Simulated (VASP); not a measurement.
# NiO (Fm-3m) in VASP: a series of runs

NiO is run at these levels: PBE, PBE+D3(BJ); tasks: single point.

All numbers are computed with VASP 6.6.1; they aren't measurements. Logs are shortened: lines on timing, memory, paths and dates and some standing lists are left out, and cuts for length are marked.

### Step 1. The cell of the first run

The structure is cubic, space group Fm-3m (No. 225). The conventional cell has a = 4.144 Å, b = 4.144 Å, c = 4.144 Å, α = 90.00°, β = 90.00°, γ = 90.00°. Ni (site symmetry m-3m) has 6 O at 2.07 Å within 2.7 Å. Within 2.7 Å of O (site symmetry m-3m) lie 6 Ni at 2.07 Å.

### Step 2. Single point, PBE, collinear spin, ferromagnetic start

File INCAR:

```
SYSTEM = NiO
PREC = Accurate
ENCUT = 600
EDIFF = 1E-6
ISMEAR = -1
SIGMA = 0.05
LREAL = .FALSE.
LASPH = .TRUE.
NELM = 200
ALGO = Normal
ISIF = 2
LWAVE = .FALSE.
LCHARG = .TRUE.
ISPIN = 2
MAGMOM = 1 0
LORBIT = 11
LMAXMIX = 4
GGA = PE
LELF = .TRUE.
LVHAR = .TRUE.
NBANDS = 23
GGA_COMPAT = .FALSE.
```

File KPOINTS:

```
Automatic mesh
0
G
  11 11 11
  0 0 0
```

File POSCAR:

```
NiO
1.0
    0.0000000000      2.0719018797      2.0719018797
    2.0719018797      0.0000000000      2.0719018797
    2.0719018797      2.0719018797      0.0000000000
Ni O
1 1
Direct
    0.0000000000      0.0000000000      0.0000000000
    0.5000000000      0.5000000000      0.5000000000
```

Potentials or basis: VASP PAW PBE potentials, release 64 (Ni_sv_GW, O).

Run with:

```console
cat potpaw_PBE.64/Ni_sv_GW/POTCAR potpaw_PBE.64/O/POTCAR > POTCAR
mpirun -np 1 vasp_std > vasp.out
```

OUTCAR:

```text
SYSTEM = NiO
   PREC = Accurate
   ENCUT = 600
   EDIFF = 1E-6
   ISMEAR = -1
   LREAL = .FALSE.
   LASPH = .TRUE.
   NELM = 200
   ISIF = 2
   ISPIN = 2
   LORBIT = 11
   GGA = PE

 ion  position               nearest neighbor table
   1  0.000  0.000  0.000-   2 2.07   2 2.07   2 2.07   2 2.07   2 2.07   2 2.07
   2  0.500  0.500  0.500-   1 2.07   1 2.07   1 2.07   1 2.07   1 2.07   1 2.07

  LATTYP: Found a face centered cubic cell.
 ALAT       =     4.1438037594

  Lattice vectors:

 A1 = (   0.0000000000,   2.0719018797,   2.0719018797)
 A2 = (   2.0719018797,   0.0000000000,   2.0719018797)
 A3 = (   2.0719018797,   2.0719018797,   0.0000000000)

Analysis of symmetry for initial positions (statically):
=====================================================================
 Subroutine PRICEL returns:
 Original cell was already a primitive cell.

 Routine SETGRP: Setting up the symmetry group for a
 face centered cubic supercell.

 Subroutine GETGRP returns: Found 48 space group operations
 (whereof 48 operations were pure point group operations)
 out of a pool of 48 trial point group operations.

The static configuration has the point symmetry O_h .

Analysis of symmetry for dynamics (positions and initial velocities):
=====================================================================
 Subroutine PRICEL returns:
 Original cell was already a primitive cell.

 Routine SETGRP: Setting up the symmetry group for a
 face centered cubic supercell.

 Subroutine GETGRP returns: Found 48 space group operations
 (whereof 48 operations were pure point group operations)
 out of a pool of 48 trial point group operations.

The dynamic configuration has the point symmetry O_h .

Analysis of structural, dynamic, and magnetic symmetry:
=====================================================================
 Subroutine PRICEL returns:
 Original cell was already a primitive cell.

 Routine SETGRP: Setting up the symmetry group for a
 face centered cubic supercell.

 Subroutine GETGRP returns: Found 48 space group operations
 (whereof 48 operations were pure point group operations)
 out of a pool of 48 trial point group operations.

The overall configuration has the point symmetry O_h .

 Subroutine INISYM returns: Found 48 space group operations
 (whereof 48 operations are pure point group operations),
 and found     1 'primitive' translations
[... 108 lines left out ...]
   EMIN   =  10.00;   EMAX   =-10.00  energy-range for DOS
   EFERMI =   0.00;   METHOD = LEGACY
   ISMEAR =    -1;   SIGMA  =   0.05  broadening in eV -4-tet -1-fermi 0-gaus
   EFERMI_NEDOS =   21; number of points for ismear=-14 and -15
   IALGO  =     38    algorithm
   IMIX   =      4    mixing-type and parameters
     AMIX     =   0.40;   BMIX     =  1.00
     AMIX_MAG =   1.60;   BMIX_MAG =  1.00
  volume/ion in A,a.u.               =       8.89        60.02
  Fermi-wavevector in a.u.,A,eV,Ry     =   1.808976  3.418468 44.523610  3.272393
  Thomas-Fermi vector in A             =   2.867941
   LORBIT       =     11    0 simple, 1 ext, 2 COOP (PROOUT), +10 PAW based schemes
   GGA     = PE    functional components
   LHFCALC =     F    Hartree Fock is set to
   AEXX    =    0.0000 exact exchange contribution
   IVDW    =     0    specifies the selected vdW correction
   LEPSILON=     F    determine dielectric tensor
   LRPA    =     F    only Hartree local field effects (RPA)
 spin polarized calculation
  energy-cutoff  :      600.00
  volume of cell :       17.79
 maximum number of plane-waves:       609
   NGX = 11   NGY = 11   NGZ = 11

 number of electron      24.0000022 magnetization       1.6578291

 Free energy of the ion-electron system (eV)
  ---------------------------------------------------
  ext. energy  EPLUGINS =         0.00000000
  ---------------------------------------------------
  free energy    TOTEN  =       -12.39776095 eV

  energy without entropy =      -12.38628382  energy(sigma->0) =      -12.39202238

 E-fermi :   7.3567     XC(G=0): -13.1988

 val. band max:        7.3483711294   @ k =   0.3636   0.0000   0.0000
 cond. band min:       7.3593669021   @ k =  -0.4545   0.1818   0.0909
 fundamental gap:      0.0109957727
 Fermi energy:         7.3567272945

 spin component 1

 k-point     1 :       0.0000    0.0000    0.0000
  band No.  band energies     occupation
      1     -97.0250      1.00000
      2     -57.4098      1.00000
      3     -57.4098      1.00000
      4     -57.4098      1.00000
      5     -13.3250      1.00000
      6       4.1766      1.00000
[... 613 lines left out ...]
     22      38.4393      0.00000
     23      39.7727      0.00000

 [... further k-points ...]

 spin component 2

 k-point     1 :       0.0000    0.0000    0.0000
  band No.  band energies     occupation
      1     -95.2897      1.00000
      2     -55.7174      1.00000
      3     -55.7174      1.00000
      4     -55.7174      1.00000
      5     -12.9291      1.00000
      6       4.6351      1.00000
[... 613 lines left out ...]
     22      38.8117      0.00000
     23      39.7592      0.00000

 [... further k-points ...]
[... 5 lines left out ...]
  --------------------------------------------------------------------------------------
  -------------------------------------------------------------------------------------
  Total        0.7798062      0.7798062      0.7798062     -0.0000000      0.0000000     -0.0000000
  in kB       70.2359946     70.2359946     70.2359946     -0.0000000      0.0000000     -0.0000000
  external PRESSURE =      70.2359946 kB  Pullay stress =       0.0000000 kB

 VOLUME and BASIS-vectors are now :
 -----------------------------------------------------------------------------
  energy-cutoff  :      600.00
  volume of cell :       17.79
      direct lattice vectors                 reciprocal lattice vectors
     0.000000000  2.071901880  2.071901880    -0.241324169  0.241324169  0.241324169
     2.071901880  0.000000000  2.071901880     0.241324169 -0.241324169  0.241324169
     2.071901880  2.071901880  0.000000000     0.241324169  0.241324169 -0.241324169

 POSITION                                       TOTAL-FORCE (eV/Angst)
 -----------------------------------------------------------------------------------
      0.00000      0.00000      0.00000        -0.000000     -0.000000     -0.000000
      2.07190      2.07190      2.07190         0.000000      0.000000      0.000000
 -----------------------------------------------------------------------------------
    total drift:                                0.000000     -0.000000     -0.000000

  FREE ENERGIE OF THE ION-ELECTRON SYSTEM (eV)
  ---------------------------------------------------
  free  energy   TOTEN  =       -12.3977609519 eV

  energy  without entropy=      -12.3862838171  energy(sigma->0) =      -12.39202238

 total charge

# of ion       s       p       d       f       tot
--------------------------------------------------
    1        2.155   6.230   7.800   0.010  16.195
    2        1.554   3.437   0.000   0.000   4.990
--------------------------------------------------
tot          3.709   9.667   7.800   0.010  21.185

 magnetization (x)

# of ion       s       p       d       f       tot
--------------------------------------------------
    1        0.009   0.012   1.356   0.001   1.378
    2        0.028   0.214   0.000   0.000   0.242
--------------------------------------------------
tot          0.037   0.226   1.356   0.001   1.621
```

Run time: 52 s. Hardware: 1 thread of Intel Xeon Platinum 8488C (Sapphire Rapids), shared host; peak memory 0.18 GiB.

Results:

* Free energy: -12.3978 eV
* Pressure: 7.0 GPa
* Net moment: 1.66 μB per cell
* Site moments: Ni +1.38; O +0.24 μB
* Valence electrons inside the program's atomic spheres: Ni 16.20; O 4.99

Caveat: a cell with one magnetic atom can't hold antiferromagnetic order, which such compounds often take; semilocal functionals often make such compounds metallic where correlation or magnetic order opens a gap, which also shifts bond lengths. With open d or f shells a metallic result of PBE can be an artefact of self-interaction; +U or a hybrid may open a gap.

### Step 3. Single point, PBE+D3(BJ), collinear spin, ferromagnetic start

This run uses another cell than the first one, of 8.53 Å³/atom, 0.959 times its volume.

File INCAR:

```
ALGO = Normal
EDIFF = 1E-7
ENCUT = 520
GGA = PE
ISIF = 2
ISMEAR = -1
ISPIN = 2
IVDW = 12
LASPH = True
LCHARG = False
LMAXMIX = 4
LORBIT = 11
LREAL = False
LWAVE = False
MAGMOM = 1 0
NBANDS = 19
NELM = 150
PREC = Accurate
SIGMA = 0.05
```

File KPOINTS:

```
k-points
0
Gamma
  11 11 11
```

File POSCAR:

```
NiO
1.0
    0.0000000000      2.0433202721      2.0433202721
    2.0433202721      0.0000000000      2.0433202721
    2.0433202721      2.0433202721      0.0000000000
Ni O
1 1
Direct
    0.0000000000      0.0000000000      0.0000000000
    0.5000000000      0.5000000000      0.5000000000
```

Potentials or basis: VASP PAW PBE potentials, release 64 (Ni, O).

Run with:

```console
cat potpaw_PBE.64/Ni/POTCAR potpaw_PBE.64/O/POTCAR > POTCAR
mpirun -np 1 vasp_std > vasp.out
```

Run time: 18 s. Hardware: 1 thread of Intel Xeon 6975P-C (Granite Rapids), shared host; peak memory 0.18 GiB.

The run converged. Its results:

```
Free energy                                           : -11.9474 eV
Pressure                                              : 15.3 GPa
Net moment                                            : 1.45 μB per cell
Site moments                                          : Ni +1.21; O +0.20 μB
Valence electrons inside the program's atomic spheres : Ni 9.13; O 5.00
Dispersion energy per atom                            : -0.276 eV
```

Levels at points of the mesh, in eV from the Fermi level:
Spin up:
| k point | band 6 | band 7 | band 8 | band 9 | band 10 | band 11 | band 12 | band 13 |
| --- | --- | --- | --- | --- | --- | --- | --- | --- |
| (0.00, 0.00, 0.00) | -3.07 | -2.77 | -2.77 | -2.77 | 1.81 | 17.93 | 19.35 | 19.35 |
Spin down:
| k point | band 4 | band 5 | band 6 | band 7 | band 8 | band 9 | band 10 | band 11 |
| --- | --- | --- | --- | --- | --- | --- | --- | --- |
| (0.00, 0.00, 0.00) | -3.04 | -2.09 | -2.09 | -2.09 | -0.96 | -0.96 | 2.10 | 17.89 |

Caveat: a cell with one magnetic atom can't hold antiferromagnetic order, which such compounds often take; semilocal functionals often make such compounds metallic where correlation or magnetic order opens a gap, which also shifts bond lengths; pairwise dispersion overbinds metals, which lowers pressure and volume.

### Step 4. Single point, PBE+D3(BJ), collinear spin, ferromagnetic start

This run uses another cell than the first one, of 8.71 Å³/atom, 0.980 times its volume.

File INCAR:

```
SYSTEM = NiO
  ALGO = Normal
  EDIFF = 1E-6
  ENCUT = 520
  GGA = PE
  ISIF = 2
  ISMEAR = -1
  ISPIN = 2
  IVDW = 12
  LASPH = .True.
  LCHARG = .True.
  LELF = .True.
  LMAXMIX = 4
  LORBIT = 11
  LREAL = .False.
  LVHAR = .True.
  LWAVE = .False.
  MAGMOM = 1 0
  NBANDS = 19
  NELM = 150
  PREC = Accurate
  SIGMA = 0.05
```

File KPOINTS:

```
k-points
0
Gamma
  11 11 11
  0 0 0
```

File POSCAR:

```
NiO
1.0
    0.0000000000      2.0577103256      2.0577103256
    2.0577103256      0.0000000000      2.0577103256
    2.0577103256      2.0577103256      0.0000000000
Ni O
1 1
Direct
    0.0000000000      0.0000000000      0.0000000000
    0.5000000000      0.5000000000      0.5000000000
```

Run with:

```console
cat potpaw_PBE.64/Ni/POTCAR potpaw_PBE.64/O/POTCAR > POTCAR
mpirun -np 1 vasp_std > vasp.out
```

Run time: 18 s. Hardware: 1 thread of Intel Xeon 6975P-C (Granite Rapids), shared host; peak memory 0.17 GiB.

Results (log left out):

| Quantity | Value |
| --- | --- |
| Free energy | -11.9775 eV |
| Pressure | 10.7 GPa |
| Net moment | 1.53 μB per cell |
| Site moments | Ni +1.27; O +0.22 μB |
| Valence electrons inside the program's atomic spheres | Ni 9.08; O 5.00 |
| Dispersion energy per atom | -0.273 eV |

Levels at points of the mesh, in eV from the Fermi level:
Spin up:
```tsv
k point	band 5	band 6	band 7	band 8	band 9	band 10	band 11	band 12	band 13	band 14
(0.00, 0.00, 0.00)	-3.08	-3.08	-2.72	-2.72	-2.72	1.71	17.91	19.21	19.21	19.21
```
Spin down:
```csv
k point,band 3,band 4,band 5,band 6,band 7,band 8,band 9,band 10,band 11,band 12
"(0.00, 0.00, 0.00)",-2.87,-2.87,-2.01,-2.01,-2.01,-0.85,-0.85,2.02,17.86,19.41
```

Caveat: a cell with one magnetic atom can't hold antiferromagnetic order, which such compounds often take; semilocal functionals often make such compounds metallic where correlation or magnetic order opens a gap, which also shifts bond lengths; pairwise dispersion overbinds metals, which lowers pressure and volume.

### Step 5. Single point, PBE+D3(BJ), collinear spin, ferromagnetic start

File INCAR:

```
  PREC = Accurate
  ENCUT = 520
  EDIFF = 1E-7
  ISMEAR = -1
  SIGMA = 0.05
  LREAL = False
  LASPH = True
  NELM = 150
  ALGO = Normal
  ISIF = 2
  LWAVE = False
  LCHARG = False
  ISPIN = 2
  MAGMOM = 1 0
  LORBIT = 11
  LMAXMIX = 4
  GGA = PE
  IVDW = 12
  NBANDS = 19
```

File KPOINTS:

```
regular mesh
0
Gamma
  11 11 11
```

File POSCAR:

```
NiO
1.0
    0.0000000000      2.0719018797      2.0719018797
    2.0719018797      0.0000000000      2.0719018797
    2.0719018797      2.0719018797      0.0000000000
Ni O
1 1
Direct
    0.0000000000      0.0000000000      0.0000000000
    0.5000000000      0.5000000000      0.5000000000
```

Potentials or basis: VASP PAW PBE potentials, release 64 (Ni, O).

Run with:

```console
cat potpaw_PBE.64/Ni/POTCAR potpaw_PBE.64/O/POTCAR > POTCAR
mpirun -np 1 vasp_std > vasp.out
```

OUTCAR:

```text
PREC = Accurate
   ENCUT = 520
   EDIFF = 1E-7
   ISMEAR = -1
   LREAL = False
   LASPH = True
   NELM = 150
   ISIF = 2
   ISPIN = 2
   LORBIT = 11
   GGA = PE
   IVDW = 12
 IVDW          = 12

 ion  position               nearest neighbor table
   1  0.000  0.000  0.000-   2 2.07   2 2.07   2 2.07   2 2.07   2 2.07   2 2.07
   2  0.500  0.500  0.500-   1 2.07   1 2.07   1 2.07   1 2.07   1 2.07   1 2.07

  LATTYP: Found a face centered cubic cell.
 ALAT       =     4.1438037594

  Lattice vectors:

 A1 = (   0.0000000000,   2.0719018797,   2.0719018797)
 A2 = (   2.0719018797,   0.0000000000,   2.0719018797)
 A3 = (   2.0719018797,   2.0719018797,   0.0000000000)

Analysis of symmetry for initial positions (statically):
=====================================================================
 Subroutine PRICEL returns:
 Original cell was already a primitive cell.

 Routine SETGRP: Setting up the symmetry group for a
[... 727 lines left out ...]
      3       5.5720      1.00000
      4       5.5720      1.00000
      5       6.3654      1.00000
      6       6.3655      1.00000
[... 517 lines left out ...]
     18      39.9277      0.00000
     19      40.9148      0.00000

 [... further k-points ...]

------------------------ aborting loop because EDIFF is reached ----------------------------------------

 Edisp (eV)   -0.53949

 E8    (eV) :    -0.2049

  FORCE on cell =-STRESS in cart. coord.  units (eV):
  Direction    XX          YY          ZZ          XY          YZ          ZX
  --------------------------------------------------------------------------------------
  -------------------------------------------------------------------------------------
  Total       0.67468     0.67468     0.67468     0.00000     0.00000    -0.00000
  in kB      60.76729    60.76729    60.76729     0.00000     0.00000    -0.00000
  external pressure =       60.77 kB  Pullay stress =        0.00 kB

 VOLUME and BASIS-vectors are now :
 -----------------------------------------------------------------------------
  energy-cutoff  :      520.00
  volume of cell :       17.79
      direct lattice vectors                 reciprocal lattice vectors
     0.000000000  2.071901880  2.071901880    -0.241324169  0.241324169  0.241324169
     2.071901880  0.000000000  2.071901880     0.241324169 -0.241324169  0.241324169
     2.071901880  2.071901880  0.000000000     0.241324169  0.241324169 -0.241324169

 POSITION                                       TOTAL-FORCE (eV/Angst)
 -----------------------------------------------------------------------------------
      0.00000      0.00000      0.00000         0.000000      0.000000      0.000000
      2.07190      2.07190      2.07190         0.000000      0.000000      0.000000
 -----------------------------------------------------------------------------------
    total drift:                                0.000000     -0.000000     -0.000000

  FREE ENERGIE OF THE ION-ELECTRON SYSTEM (eV)
  ---------------------------------------------------
  free  energy   TOTEN  =       -11.9969405054 eV

  energy  without entropy=      -11.9851930579  energy(sigma->0) =      -11.99106678

 total charge

# of ion       s       p       d       tot
------------------------------------------
    1        0.339   0.422   8.279   9.039
    2        1.558   3.428   0.000   4.986
--------------------------------------------------
tot          1.897   3.850   8.279  14.025

 magnetization (x)

# of ion       s       p       d       tot
------------------------------------------
    1        0.012   0.015   1.295   1.322
    2        0.028   0.205   0.000   0.233
--------------------------------------------------
tot          0.039   0.220   1.295   1.555
```

Run time: 17 s. Hardware: 1 thread of Intel Xeon 6975P-C (Granite Rapids), shared host; peak memory 0.17 GiB.

What came out:

```yaml
Free_energy: -11.9969 eV
Pressure: 6.1 GPa
Net_moment: 1.59 μB per cell
Site_moments: Ni +1.32; O +0.23 μB
Valence_electrons_inside_the_program's_atomic_spheres: Ni 9.04; O 4.99
Dispersion_energy_per_atom: -0.270 eV
```

Caveat: a cell with one magnetic atom can't hold antiferromagnetic order, which such compounds often take; semilocal functionals often make such compounds metallic where correlation or magnetic order opens a gap, which also shifts bond lengths; pairwise dispersion overbinds metals, which lowers pressure and volume.

### Step 6. The runs side by side

| level | potentials or basis | cell | cutoff (eV) | second run | gap on the mesh (eV) | pressure (GPa) | moment (μB) |
| --- | --- | --- | --- | --- | --- | --- | --- |
| PBE | VASP PAW PBE potentials, release 64 (Ni_sv_GW, O) | a = 2.930 Å, angles 60.0°, 2 atoms | 600 | valence_matched | none | 7.0 | 1.66 |
| PBE+D3(BJ) | VASP PAW PBE potentials, release 64 (Ni, O) | a = 2.890 Å, angles 60.0°, 2 atoms | 520 | - | none | 15.3 | 1.45 |
| PBE+D3(BJ) | VASP PAW PBE potentials, release 64 (Ni, O) | a = 2.910 Å, angles 60.0°, 2 atoms | 520 | - | none | 10.7 | 1.53 |
| PBE+D3(BJ) | VASP PAW PBE potentials, release 64 (Ni, O) | a = 2.930 Å, angles 60.0°, 2 atoms | 520 | - | none | 6.1 | 1.59 |

Alike in all rows: task single point; spin collinear, ferromagnetic start; k mesh 11 × 11 × 11; smearing fermi-dirac 0.05 eV.

Caveats: a cell with one magnetic atom can't hold antiferromagnetic order, which such compounds often take; semilocal functionals often make such compounds metallic where correlation or magnetic order opens a gap, which also shifts bond lengths; pairwise dispersion overbinds metals, which lowers pressure and volume (some runs).

Absolute energies hang on the potentials; compare differences alone.
